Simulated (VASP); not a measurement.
# Ga3AsP2 (P3m1) in VASP: a series of runs, part 2 of 2

VASP 6.6.1. Earlier steps stand in the parts before.

## 5. Single point, PBE

This run uses another cell than the first one, of 21.77 Å³/atom, 1.093 times its volume.

File INCAR:

```
SYSTEM = Ga3AsP2
PREC = Accurate
ENCUT = 520
EDIFF = 1E-6
ISMEAR = 0
SIGMA = 0.02
LREAL = .False.
LASPH = .True.
NELM = 100
ALGO = Normal
ISIF = 2
LWAVE = .False.
LCHARG = .False.
GGA = PE
NBANDS = 36
```

File KPOINTS:

```
regular mesh
0
Gamma
  12 12 4
  0 0 0
```

File POSCAR:

```
Ga3AsP2
1.0
    3.9483532267      0.0000000000      0.0000000000
   -1.9741766133      3.4193741974      0.0000000000
    0.0000000000      0.0000000000      9.6770428110
Ga P As
3 2 1
Direct
    0.0000000000      0.0000000000      0.0070294299
    0.3333333333      0.6666666667      0.6599639617
    0.6666666667      0.3333333333      0.3333122610
    0.6666666667      0.3333333333      0.5801908882
    0.0000000000      0.0000000000      0.2532347945
    0.3333333333      0.6666666667      0.9162686646
```

Potentials or basis: VASP PAW PBE potentials, release 64 (Ga_d, P, As).

Launch:

```sh
> cat potpaw_PBE.64/Ga_d/POTCAR potpaw_PBE.64/P/POTCAR potpaw_PBE.64/As/POTCAR > POTCAR
> mpirun -np 1 vasp_std > vasp.out
```

OUTCAR:

```text
SYSTEM = Ga3AsP2
   PREC = Accurate
   ENCUT = 520
   EDIFF = 1E-6
   ISMEAR = 0
   LREAL = .False.
   LASPH = .True.
   NELM = 100
   ISIF = 2
   GGA = PE

 ion  position               nearest neighbor table
   1  0.000  0.000  0.007-   5 2.38   6 2.44   6 2.44   6 2.44
   2  0.333  0.667  0.660-   4 2.41   4 2.41   4 2.41   6 2.48
   3  0.667  0.333  0.333-   4 2.39   5 2.41   5 2.41   5 2.41
   4  0.667  0.333  0.580-   3 2.39   2 2.41   2 2.41   2 2.41
   5  0.000  0.000  0.253-   1 2.38   3 2.41   3 2.41   3 2.41
   6  0.333  0.667  0.916-   1 2.44   1 2.44   1 2.44   2 2.48

[... 1143 lines left out ...]
  -------------------------------------------------------------------------------------
  Total        0.0450114      0.0450114      0.0602673      0.0000000      0.0000000      0.0000000
  in kB        0.5519852      0.5519852      0.7390726      0.0000000      0.0000000      0.0000000
  external PRESSURE =       0.6143476 kB  Pullay stress =       0.0000000 kB

 VOLUME and BASIS-vectors are now :
 -----------------------------------------------------------------------------
  energy-cutoff  :      520.00
  volume of cell :      130.65
      direct lattice vectors                 reciprocal lattice vectors
     3.948353227  0.000000000  0.000000000     0.253270146  0.146225587  0.000000000
    -1.974176613  3.419374197  0.000000000     0.000000000  0.292451174  0.000000000
     0.000000000  0.000000000  9.677042811     0.000000000  0.000000000  0.103337354

 POSITION                                       TOTAL-FORCE (eV/Angst)
 -----------------------------------------------------------------------------------
      0.00000      0.00000      0.06802         0.000000     -0.000000      0.011930
     -0.00000      2.27958      6.38650        -0.000000      0.000000     -0.015307
      1.97418      1.13979      3.22548         0.000000     -0.000000     -0.001730
      1.97418      1.13979      5.61453        -0.000000     -0.000000      0.001033
      0.00000      0.00000      2.45056        -0.000000     -0.000000      0.002465
     -0.00000      2.27958      8.86677        -0.000000     -0.000000      0.001609
 -----------------------------------------------------------------------------------
    total drift:                                0.000004     -0.000003     -0.000412

  FREE ENERGIE OF THE ION-ELECTRON SYSTEM (eV)
  ---------------------------------------------------
  free  energy   TOTEN  =       -26.4727783816 eV

  energy  without entropy=      -26.4727783816  energy(sigma->0) =      -26.47277838
```

OSZICAR:

```text
N       E                     dE             d eps       ncg     rms          rms(c)
DAV:   1     0.427395465283E+03    0.42740E+03   -0.25114E+04  5196   0.216E+03
DAV:   2     0.363678228104E+02   -0.39103E+03   -0.37626E+03  5232   0.521E+02
DAV:   3    -0.240147384194E+02   -0.60383E+02   -0.58953E+02  5880   0.154E+02
DAV:   4    -0.270567930550E+02   -0.30421E+01   -0.30243E+01  6196   0.345E+01
DAV:   5    -0.271395396715E+02   -0.82747E-01   -0.82586E-01  6464   0.553E+00    0.645E+00
DAV:   6    -0.265265181790E+02    0.61302E+00   -0.11139E+00  6964   0.132E+01    0.382E+00
DAV:   7    -0.264723168178E+02    0.54201E-01   -0.57846E-01  5836   0.386E+00    0.143E+00
DAV:   8    -0.264727988685E+02   -0.48205E-03   -0.11307E-01  6424   0.526E+00    0.185E-01
DAV:   9    -0.264721492331E+02    0.64964E-03   -0.16253E-02  6692   0.187E+00    0.118E-01
DAV:  10    -0.264723969171E+02   -0.24768E-03   -0.22905E-03  5980   0.529E-01    0.762E-02
DAV:  11    -0.264727447678E+02   -0.34785E-03   -0.76982E-04  5588   0.226E-01    0.286E-02
DAV:  12    -0.264727669661E+02   -0.22198E-04   -0.94675E-05  6332   0.163E-01    0.149E-02
DAV:  13    -0.264727746193E+02   -0.76532E-05   -0.32241E-05  6744   0.503E-02    0.809E-03
DAV:  14    -0.264727782472E+02   -0.36279E-05   -0.74909E-06  5276   0.273E-02    0.250E-03
DAV:  15    -0.264727783816E+02   -0.13446E-06   -0.83775E-07  4004   0.993E-03
   1 F= -.26472778E+02 E0= -.26472778E+02  d E =-.148540E-22
```

Wall time 5.1 min (1 thread of Intel Xeon 6975P-C, shared host); peak memory 0.43 GiB.

What came out:

* Free energy: -26.4728 eV
* Pressure: 0.1 GPa
* Largest force: 0.015 eV/Å
* Band gap on the k mesh: 0.94 eV, direct

Forces in eV/Å, atoms in the order of the input:
```
Ga   0.000  0.000  0.012
Ga   0.000  0.000 -0.015
Ga   0.000  0.000 -0.002
P    0.000  0.000  0.001
P    0.000  0.000  0.002
As   0.000  0.000  0.002
```

Levels at points of the mesh, in eV from the valence-band top:
| k point | band 24 | band 25 | band 26 | band 27 | band 28 | band 29 | band 30 | band 31 |
| --- | --- | --- | --- | --- | --- | --- | --- | --- |
| (0.00, 0.00, 0.00) | -0.90 | -0.15 | 0.00 | 0.00 | 0.94 | 1.26 | 1.60 | 3.67 |
| (0.50, 0.00, 0.00) | -2.69 | -2.52 | -1.83 | -1.48 | 1.51 | 1.63 | 2.29 | 2.55 |
| (0.00, 0.00, 0.50) | -0.69 | -0.69 | -0.17 | -0.17 | 1.16 | 1.71 | 2.06 | 4.08 |
| (0.50, 0.00, 0.50) | -2.57 | -2.27 | -1.21 | -1.15 | 1.19 | 1.73 | 2.05 | 3.30 |

## 6. The runs side by side

| task | cell | k mesh | cutoff (eV) | smearing | gap on the mesh (eV) | pressure (GPa) | largest force (eV/Å) |
| --- | --- | --- | --- | --- | --- | --- | --- |
| single point | a = 3.834, b = 3.834, c = 9.392 Å, angles 90.0, 90.0, 120.0°, 6 atoms | 6 × 6 × 2 | 520 | gaussian 0.1 eV | 1.46 | 7.9 | 0.81 |
| single point | a = 3.950, b = 3.950, c = 9.663 Å, angles 90.0, 90.0, 120.0°, 6 atoms | 6 × 6 × 2 | 520 | gaussian 0.1 eV | 0.95 | 0.1 | 0.02 |
| relaxation of cell and atoms | relaxed from a = 3.834, b = 3.834, c = 9.392 Å, angles 90.0, 90.0, 120.0°, 6 atoms | 6 × 6 × 2 | 600 | gaussian 0.1 eV | 0.93 | 0.0 | 0.03 |
| single point | a = 3.948, b = 3.948, c = 9.677 Å, angles 90.0, 90.0, 120.0°, 6 atoms | 12 × 12 × 4 | 520 | gaussian 0.02 eV | 0.94 | 0.1 | 0.02 |

Alike in all rows: level PBE; potentials or basis VASP PAW PBE potentials, release 64 (Ga_d, P, As); no spin polarisation.

Absolute energies hang on the potentials; compare differences alone.
